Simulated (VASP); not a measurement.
Wanted: the native input for a VASP 6.6.1 run.

* Task: single point
* Functional: PBE
* Dispersion: D3(BJ)
* Potentials or basis: VASP PAW PBE potentials, release 64 (Mo_sv, S)
* Cutoff: 520 eV
* k mesh: 12 × 12 × 4
* Occupations: gaussian, width 0.05 eV
* Spin: no spin polarisation
* Dipole correction: no
* Further INCAR settings: ALGO = Normal; EDIFF = 1e-07; NBANDS = 35

The structure of MoS2 lies in POSCAR:

```
MoS2
1.0
    3.2753000000      0.0000000000      0.0000000000
   -1.6376500000      2.8364930050      0.0000000000
    0.0000000000      0.0000000000     12.9667000000
Mo S
2 4
Direct
    0.6666666667      0.3333333333      0.2501439769
    0.3333333333      0.6666666667      0.7498560231
    0.3333333333      0.6666666667      0.3795985159
    0.6666666667      0.3333333333      0.8793132861
    0.3333333333      0.6666666667      0.1206867139
    0.6666666667      0.3333333333      0.6204014841
```

The input as run:

INCAR

```
SYSTEM = MoS2
  ALGO = Normal
  EDIFF = 1E-7
  ENCUT = 520
  GGA = PE
  ISIF = 2
  ISMEAR = 0
  IVDW = 12
  LASPH = .TRUE.
  LCHARG = .FALSE.
  LREAL = .FALSE.
  LWAVE = .FALSE.
  NBANDS = 35
  NELM = 80
  PREC = Accurate
  SIGMA = 0.05
```

KPOINTS

```
k-points
0
G
  12 12 4
  0 0 0
```

Potentials or basis: VASP PAW PBE potentials, release 64 (Mo_sv, S).

Run with:

```sh
$ cat potpaw_PBE.64/Mo_sv/POTCAR potpaw_PBE.64/S/POTCAR > POTCAR
$ mpirun -np 1 vasp_std > vasp.out
```

Results of the run:

| Quantity | Value |
| --- | --- |
| Pressure | -16.9 GPa |
| Largest force | 2.219 eV/Å |
| Band gap on the k mesh | 0.97 eV, indirect (least direct gap 1.51 eV) |
| Dispersion energy per atom | -0.376 eV |

Caveat: forces of over 1 eV/Å act on the atoms, so gaps and moduli don't describe the material at rest.

Wall time 2.3 min on 1 thread of Intel(R) Xeon(R) 6975P-C (Granite Rapids), on a shared host, peak memory 0.37 GiB.
